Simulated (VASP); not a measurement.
**Ir: relaxation of cell and atoms with PBE**

Crystal: Ir.

```
Ir
1.0
     2.45281    0.00000    0.00000
    -1.22641    2.12420    0.00000
     0.00000    0.00000    3.97355
Ir
2
Direct
  0.33333 0.66667 0.25000
  0.66667 0.33333 0.75000
```

This isn't the form of Ir at room conditions, which is fcc.

```
Program                : VASP 6.6.1
Task                   : relaxation of cell and atoms
Functional             : PBE
Potentials or basis    : VASP PAW PBE potentials, release 64 (Ir)
Cutoff                 : 600 eV
k mesh                 : 18 × 18 × 10
Occupations            : fermi-dirac, width 0.05 eV
Spin                   : no spin polarisation
Target pressure        : 270 GPa
Dipole correction      : no
Further INCAR settings : ALGO = Normal; EDIFF = 1e-06; IBRION = 2; EDIFFG = -0.005; NSW = 60; ISIF = 3
```

The relaxed volume is 10.42 Å³/atom, the relaxed cell is a = 2.453 Å, b = 2.453 Å, c = 3.997 Å, α = 90.00°, β = 90.00°, γ = 120.00° and the space group after relaxing (to 0.1 Å) is P6_3/mmc (No. 194). The energy change on relaxing (the run minimises the enthalpy) is -109.8 meV/atom and the ionic steps are 6. The pressure after relaxing is 270.1 GPa. The band gap on the k mesh is zero (bands 9 and 10 overlap by 5.56 eV).

Step by step:
| step | energy change (eV) | largest force (eV/Å) | pressure (GPa) | volume (Å³) |
| --- | --- | --- | --- | --- |
| 1 | 0.0000 | 0.0000 | 279.12 | 20.70 |
| 2 | -2.4976 | 0.0000 | 172.08 | 22.52 |
| 3 | -0.2558 | 0.0000 | 268.57 | 20.85 |
| 4 | -0.2429 | 0.0000 | 269.13 | 20.84 |
| 5 | -0.1532 | 0.0000 | 272.56 | 20.79 |
| 6 | -0.2195 | 0.0000 | 270.06 | 20.83 |

Final structure:
```
CELL_PARAMETERS angstrom
2.45307 0.00000 0.00000
-1.22653 2.12442 0.00000
0.00000 0.00000 3.99711
ATOMIC_POSITIONS crystal
Ir 0.33333 0.66667 0.25000
Ir 0.66667 0.33333 0.75000
```

Levels at points of the mesh, in eV from the Fermi level:
| k point | band 7 | band 8 | band 9 | band 10 | band 11 | band 12 |
| --- | --- | --- | --- | --- | --- | --- |
| (0.00, 0.00, 0.00) | -5.13 | -3.78 | -3.78 | -1.48 | 0.39 | 0.39 |
| (0.50, 0.00, 0.00) | -4.67 | 1.34 | 1.72 | 2.04 | 4.60 | 6.44 |
| (0.00, 0.00, 0.50) | -6.37 | -6.37 | -0.69 | -0.69 | -0.69 | -0.69 |
| (0.50, 0.00, 0.50) | -1.59 | -1.59 | 1.75 | 1.75 | 2.93 | 2.93 |

Wall time 4.1 min on 1 thread of Intel Xeon 8259CL, with other jobs on the host, peak memory 0.2 GiB.

Caveat: the cell is relaxed towards a set pressure, so the run minimises the enthalpy, not the energy; spin-orbit coupling is left out, which moves the levels of the heavy elements.
